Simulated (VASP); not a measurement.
# La (Im-3m) in VASP: a series of runs

The runs below take La through relaxation of cell and atoms, with PBEsol.

Program: VASP 6.6.1. These are calculated values, not measurements. Logs are shortened: lines on timing, memory, paths and dates and some standing lists are left out, and cuts for length are marked.

**1. The cell of the first run**

The structure is cubic, space group Im-3m (No. 229). The conventional cell has a = 4.248 Å, b = 4.248 Å, c = 4.248 Å, α = 90.00°, β = 90.00°, γ = 90.00°. La (site symmetry m-3m) has 14 La at 3.68 to 4.25 Å within 4.8 Å.

This isn't the form of La at room conditions, which is double hcp.

**2. Relaxation of cell and atoms, PBEsol, target pressure 20 GPa, at which the enthalpy is minimised**

Input file INCAR:

```
SYSTEM = La
PREC = Accurate ; ENCUT = 600
EDIFF = 1E-7 ; ISMEAR = -1
SIGMA = 0.05 ; LREAL = .False.
LASPH = .True. ; NELM = 60
ALGO = Fast ; ISIF = 3
LWAVE = .False. ; LCHARG = .False.
GGA = PS ; IBRION = 2
NSW = 60 ; EDIFFG = -0.01
PSTRESS = 200.0
```

Input file KPOINTS:

```
Automatic mesh
0
Gamma
  9 9 9
  0 0 0
```

Input file POSCAR:

```
La
1.0
   -2.1238310710      2.1238310710      2.1238310710
    2.1238310710     -2.1238310710      2.1238310710
    2.1238310710      2.1238310710     -2.1238310710
La
1
Direct
    0.0000000000      0.0000000000      0.0000000000
```

Potentials or basis: VASP PAW PBE potentials, release 64 (La).

Run with:

```bash
$ cat potpaw_PBE.64/La/POTCAR > POTCAR
$ mpirun -np 1 vasp_std > vasp.out
```

OUTCAR:

```text
SYSTEM = La
   PREC = Accurate
   ENCUT = 600
   EDIFF = 1E-7
   ISMEAR = -1
   LREAL = .False.
   LASPH = .True.
   NELM = 60
   ISIF = 3
   GGA = PS
   IBRION = 2
   NSW = 60
   EDIFFG = -0.01
   PSTRESS = 200.0

 ion  position               nearest neighbor table
   1  0.000  0.000  0.000-

  LATTYP: Found a body centered cubic cell.
 ALAT       =     4.2476621420

  Lattice vectors:

 A1 = (  -2.1238310710,   2.1238310710,   2.1238310710)
 A2 = (   2.1238310710,  -2.1238310710,   2.1238310710)
 A3 = (   2.1238310710,   2.1238310710,  -2.1238310710)

Analysis of symmetry for initial positions (statically):
=====================================================================
 Subroutine PRICEL returns:
 Original cell was already a primitive cell.

 Routine SETGRP: Setting up the symmetry group for a
 body centered cubic supercell.

 Subroutine GETGRP returns: Found 48 space group operations
 (whereof 48 operations were pure point group operations)
 out of a pool of 48 trial point group operations.

The static configuration has the point symmetry O_h .

Analysis of symmetry for dynamics (positions and initial velocities):
=====================================================================
 Subroutine PRICEL returns:
 Original cell was already a primitive cell.

 Routine SETGRP: Setting up the symmetry group for a
 body centered cubic supercell.

 Subroutine GETGRP returns: Found 48 space group operations
 (whereof 48 operations were pure point group operations)
 out of a pool of 48 trial point group operations.

The dynamic configuration has the point symmetry O_h .

 Subroutine INISYM returns: Found 48 space group operations
 (whereof 48 operations are pure point group operations),
 and found     1 'primitive' translations

----------------------------------------------------------------------------------------

                                     Primitive cell

  volume of cell :      38.3195

  direct lattice vectors                    reciprocal lattice vectors
    -2.123831071  2.123831071  2.123831071     0.000000000  0.235423620  0.235423620
     2.123831071 -2.123831071  2.123831071     0.235423620  0.000000000  0.235423620
     2.123831071  2.123831071 -2.123831071     0.235423620  0.235423620  0.000000000

  length of vectors
     3.678583322  3.678583322  3.678583322     0.332939277  0.332939277  0.332939277

  position of ions in fractional coordinates (direct lattice)
     0.000000000  0.000000000  0.000000000

  ion indices of the primitive-cell ions
   primitive index   ion index
                 1           1

----------------------------------------------------------------------------------------

 KPOINTS: Automatic mesh

Automatic generation of k-mesh.
 Grid dimensions read from file:
 generate k-points for:    9    9    9

 Generating k-lattice:

  Cartesian coordinates                     Fractional coordinates (reciprocal lattice)
     0.000000000  0.026158180  0.026158180     0.111111111  0.000000000  0.000000000
     0.026158180  0.000000000  0.026158180     0.000000000  0.111111111  0.000000000
     0.026158180  0.026158180  0.000000000     0.000000000  0.000000000  0.111111111

  Length of vectors
     0.036993253  0.036993253  0.036993253

  Shift w.r.t. Gamma in fractional coordinates (k-lattice)
     0.000000000  0.000000000  0.000000000

 Subroutine IBZKPT returns following result:
 ===========================================

 Found     35 irreducible k-points:

 Following reciprocal coordinates:
            Coordinates               Weight
  0.000000  0.000000  0.000000      1.000000
  0.111111  0.000000  0.000000     12.000000
  0.222222  0.000000  0.000000     12.000000
  0.333333  0.000000  0.000000     12.000000
  0.444444  0.000000  0.000000     12.000000
  0.111111  0.111111  0.000000     24.000000
[... 16 lines left out ...]
 -0.333333  0.444444  0.111111     48.000000
 -0.444444 -0.444444  0.111111     24.000000
 [... further k-points ...]
   k-points           NKPTS =     35   k-points in BZ     NKDIM =     35   number of bands    NBANDS=      9
   number of dos      NEDOS =    301   number of ions     NIONS =      1
   total plane-waves  NPLWV =  27000
   dimension x,y,z NGX =    30 NGY =   30 NGZ =   30
   dimension x,y,z NGXF=    60 NGYF=   60 NGZF=   60
   ions per type =               1
   NGX,Y,Z   is equivalent  to a cutoff of  13.56, 13.56, 13.56 a.u.
   NGXF,Y,Z  is equivalent  to a cutoff of  27.12, 27.12, 27.12 a.u.
 SYSTEM =  La
   PREC   = accura    normal or accurate (medium, high low for compatibility)
   ISTART =      0    job   : 0-new  1-cont  2-samecut
   ICHARG =      2    charge: 1-file 2-atom 10-const
   ISPIN  =      1    spin polarized calculation?
   LNONCOLLINEAR =      F non collinear calculations
   LSORBIT =      F    spin-orbit coupling
   LASPH  =      T    aspherical Exc in radial PAW
   ENCUT  =  600.0 eV  44.10 Ry    6.64 a.u.   7.35  7.35  7.35*2*pi/ulx,y,z
   NELM   =     60;   NELMIN=  2; NELMDL= -5     # of ELM steps
   EDIFF  = 0.1E-06   stopping-criterion for ELM
   LREAL  =      F    real-space projection
   EDIFFG = -.1E-01   stopping-criterion for IOM
   NSW    =     60    number of steps for IOM
   IBRION =      2    ionic relax: 0-MD 1-quasi-New 2-CG
   NFREE  =      1    steps in history (QN), initial steepest desc. (CG)
   ISIF   =      3    stress and relaxation
   ISYM   =      2    0-nonsym 1-usesym 2-fastsym
   POTIM  = 0.5000    time-step for ionic-motion
   TEBEG  =    0.0;   TEEND  =   0.0 temperature during run
   PSTRESS=  200.0 pullay stress
   NELECT =      11.0000    total number of electrons
   NUPDOWN=      -1.0000    fix difference up-down
   EMIN   =  10.00;   EMAX   =-10.00  energy-range for DOS
   EFERMI =   0.00;   METHOD = LEGACY
   ISMEAR =    -1;   SIGMA  =   0.05  broadening in eV -4-tet -1-fermi 0-gaus
   EFERMI_NEDOS =   21; number of points for ismear=-14 and -15
   IALGO  =     68    algorithm
   IMIX   =      4    mixing-type and parameters
     AMIX     =   0.40;   BMIX     =  1.00
     AMIX_MAG =   1.60;   BMIX_MAG =  1.00
  volume/ion in A,a.u.               =      38.32       258.59
  Fermi-wavevector in a.u.,A,eV,Ry     =   1.079939  2.040788 15.868033  1.166268
  Thomas-Fermi vector in A             =   2.215917
   LORBIT       =      0    0 simple, 1 ext, 2 COOP (PROOUT), +10 PAW based schemes
   GGA     = PS    functional components
   LHFCALC =     F    Hartree Fock is set to
   AEXX    =    0.0000 exact exchange contribution
   IVDW    =     0    specifies the selected vdW correction
   LEPSILON=     F    determine dielectric tensor
   LRPA    =     F    only Hartree local field effects (RPA)
 conjugate gradient relaxation of ions
 non-spin polarized calculation
 RMM-DIIS sequential band-by-band and
  energy-cutoff  :      600.00
  volume of cell :       38.32
 maximum number of plane-waves:      1298
 NGX is ok and might be reduce to    30
   NGX = 15   NGY = 15   NGZ = 15

--------------------------------------- Ionic step        1  -------------------------------------------

 number of electron      11.0000001 magnetization

 Free energy of the ion-electron system (eV)
  ---------------------------------------------------
  ext. energy  EPLUGINS =         0.00000000
  ---------------------------------------------------
  free energy    TOTEN  =        -5.19321914 eV

  energy without entropy =       -5.16608048  energy(sigma->0) =       -5.17964981

 E-fermi :   7.4346     XC(G=0):  -9.5567

 val. band max:        7.4076777063   @ k =  -0.2222   0.3333   0.1111
 cond. band min:       7.4364118195   @ k =   0.3333   0.2222   0.0000
 fundamental gap:      0.0287341132
 Fermi energy:         7.4345791575

 k-point     1 :       0.0000    0.0000    0.0000
  band No.  band energies     occupation
      1     -25.4739      2.00000
      2      -8.4548      2.00000
      3      -8.4548      2.00000
      4      -8.4548      2.00000
      5       4.1707      2.00000
      6       8.8763      0.00000
      7       8.8994      0.00000
      8       8.9210      0.00000
      9       8.9344      0.00000

 k-point     2 :       0.1111    0.0000    0.0000
  band No.  band energies     occupation
      1     -25.4528      2.00000
      2      -8.6221      2.00000
      3      -8.5041      2.00000
      4      -8.4567      2.00000
      5       4.5374      2.00000
      6       8.4418      0.00000
      7       8.4454      0.00000
      8       8.9229      0.00000
      9       9.0984      0.00000
[... 551 lines left out ...]
  FREE ENERGIE OF THE ION-ELECTRON SYSTEM (eV)
  ---------------------------------------------------
  free  energy   TOTEN  =        -4.7555026772 eV

  energy  without entropy=       -4.7396130975  energy(sigma->0) =       -4.74755789

  enthalpy is  TOTEN    =        -1.7906882292 eV   P V=        2.9648144481

--------------------------------------- Ionic step        9  -------------------------------------------

 number of electron      11.0000000 magnetization

 Free energy of the ion-electron system (eV)
  ---------------------------------------------------
  ext. energy  EPLUGINS =         0.00000000
  ---------------------------------------------------
  free energy    TOTEN  =        -4.72788864 eV

  energy without entropy =       -4.71175568  energy(sigma->0) =       -4.71982216

 E-fermi :  12.8471     XC(G=0): -11.7175

 val. band max:       12.8414795707   @ k =   0.2222   0.1111   0.0000
 cond. band min:      12.9175532564   @ k =   0.1111   0.1111   0.1111
 fundamental gap:      0.0760736857
 Fermi energy:        12.8470565103

 k-point     1 :       0.0000    0.0000    0.0000
  band No.  band energies     occupation
      1     -19.8927      2.00000
      2      -0.9185      2.00000
      3      -0.9185      2.00000
      4      -0.9185      2.00000
      5      11.1038      2.00000
      6      14.8156      0.00000
      7      14.8156      0.00000
      8      14.8156      0.00000
      9      14.9004      0.00000

 k-point     2 :       0.1111    0.0000    0.0000
  band No.  band energies     occupation
      1     -19.7826      2.00000
      2      -1.5686      2.00000
      3      -1.1046      2.00000
      4      -0.9355      2.00000
      5      11.7674      2.00000
      6      13.9876      0.00000
      7      13.9938      0.00000
      8      14.7743      0.00000
      9      15.1845      0.00000
[... 286 lines left out ...]
 POSITION                                       TOTAL-FORCE (eV/Angst)
 -----------------------------------------------------------------------------------
      0.00000      0.00000      0.00000        -0.000000     -0.000000     -0.000000
 -----------------------------------------------------------------------------------
    total drift:                               -0.000000     -0.000000      0.000000

  FREE ENERGIE OF THE ION-ELECTRON SYSTEM (eV)
  ---------------------------------------------------
  free  energy   TOTEN  =        -4.7278886414 eV

  energy  without entropy=       -4.7117556806  energy(sigma->0) =       -4.71982216

  enthalpy is  TOTEN    =        -1.7913383662 eV   P V=        2.9365502751

 reached required accuracy - stopping structural energy minimisation
```

It took 18 min on 1 thread of Intel Xeon 8259CL, shared host; peak memory 0.22 GiB.

What came out:

- Free energy: -4.7279 eV
- Relaxed volume: 23.52 Å³/atom
- Relaxed cell: a = 3.126 Å, b = 3.126 Å, c = 3.126 Å, α = 109.47°, β = 109.47°, γ = 109.47°
- Space group after relaxing (to 0.1 Å): Im-3m (No. 229)
- Energy change on relaxing (the run minimises the enthalpy): +465.3 meV/atom
- Ionic steps: 9
- Pressure after relaxing: 20.1 GPa
- Band gap on the k mesh: zero (an odd number of electrons rules out a gap without spin polarisation)

The path:
| step | energy change (eV) | largest force (eV/Å) | pressure (GPa) | volume (Å³) |
| --- | --- | --- | --- | --- |
| 1 | 0.0000 | 0.0000 | -2.54 | 38.32 |
| 2 | 3.0862 | 0.0000 | 121.76 | 15.52 |
| 3 | 3.0544 | 0.0000 | 19.10 | 24.30 |
| 4 | 0.4022 | 0.0000 | 17.87 | 24.06 |
| 5 | 1.2182 | 0.0000 | 43.44 | 19.48 |
| 6 | 0.4601 | 0.0000 | 19.87 | 23.57 |
| 7 | 0.4915 | 0.0000 | 20.95 | 23.32 |
| 8 | 0.4377 | 0.0000 | 19.10 | 23.75 |
| 9 | 0.4653 | 0.0000 | 20.05 | 23.52 |

Final structure:
```
CELL_PARAMETERS angstrom
-1.80504 1.80504 1.80504
1.80504 -1.80504 1.80504
1.80504 1.80504 -1.80504
ATOMIC_POSITIONS crystal
La 0.00000 0.00000 0.00000
```

Caveat: the cell is relaxed towards a set pressure, so the run minimises the enthalpy, not the energy; the volume moved by over 15 % at a fixed basis, so the end points are rough; the PAW data sets were made with another functional, which shifts forces and pressure a little; spin-orbit coupling is left out, which moves the levels of the heavy elements.

**3. Relaxation of cell and atoms, PBEsol, target pressure 30 GPa, at which the enthalpy is minimised**

Input file INCAR:

```
  PREC = Accurate
  ENCUT = 600
  EDIFF = 1E-7
  ISMEAR = -1
  SIGMA = 0.05
  LREAL = F
  LASPH = T
  NELM = 60
  ALGO = Normal
  ISIF = 3
  LWAVE = F
  LCHARG = F
  GGA = PS
  IBRION = 2
  NSW = 60
  EDIFFG = -0.01
  PSTRESS = 300.0
```

Input file KPOINTS:

```
regular mesh
0
Gamma
  9 9 9
```

POSCAR is that of step 2.

Potentials or basis: VASP PAW PBE potentials, release 64 (La).

Run with:

```bash
$ cat potpaw_PBE.64/La/POTCAR > POTCAR
$ mpirun -np 1 vasp_std > vasp.out
```

Wall time 5.3 min (1 thread of Intel Xeon 8259CL, shared host); peak memory 0.24 GiB.

It converged, with:

```yaml
Free_energy: -4.3873 eV
Relaxed_volume: 21.31 Å³/atom
Relaxed_cell: a = 3.025 Å, b = 3.025 Å, c = 3.025 Å, α = 109.47°, β = 109.47°, γ = 109.47°
Space_group_after_relaxing_to_0.1_Å: Im-3m (No. 229)
Energy_change_on_relaxing_the_run_minimises_the_enthalpy: +805.9 meV/atom
Ionic_steps: 9
Pressure_after_relaxing: 30.0 GPa
Band_gap_on_the_k_mesh: zero (an odd number of electrons rules out a gap without spin polarisation)
```

Step by step:
| step | energy change (eV) | largest force (eV/Å) | pressure (GPa) | volume (Å³) |
| --- | --- | --- | --- | --- |
| 1 | 0.0000 | 0.0000 | -2.54 | 38.32 |
| 2 | 15.6983 | 0.0000 | 700.86 | 9.33 |
| 3 | -0.0071 | 0.0000 | 2.95 | 31.59 |
| 4 | 0.1082 | 0.0000 | 7.61 | 27.94 |
| 5 | 1.0606 | 0.0000 | 37.35 | 20.11 |
| 6 | 0.7770 | 0.0000 | 29.13 | 21.47 |
| 7 | 0.8280 | 0.0000 | 30.77 | 21.20 |
| 8 | 0.7755 | 0.0000 | 29.05 | 21.48 |
| 9 | 0.8059 | 0.0000 | 30.04 | 21.31 |

Final structure:
```
La
1.0
    -1.74666    1.74666    1.74666
     1.74666   -1.74666    1.74666
     1.74666    1.74666   -1.74666
La
1
Direct
  0.00000 0.00000 0.00000
```

Levels at points of the mesh, in eV from the Fermi level:
```csv
k point,band 2,band 3,band 4,band 5,band 6,band 7,band 8,band 9
"(0.00, 0.00, 0.00)",-13.24,-13.24,-13.24,-1.03,1.93,1.93,1.93,2.15
```

Caveat: the cell is relaxed towards a set pressure, so the run minimises the enthalpy, not the energy; the volume moved by over 15 % at a fixed basis, so the end points are rough; the PAW data sets were made with another functional, which shifts forces and pressure a little; spin-orbit coupling is left out, which moves the levels of the heavy elements.
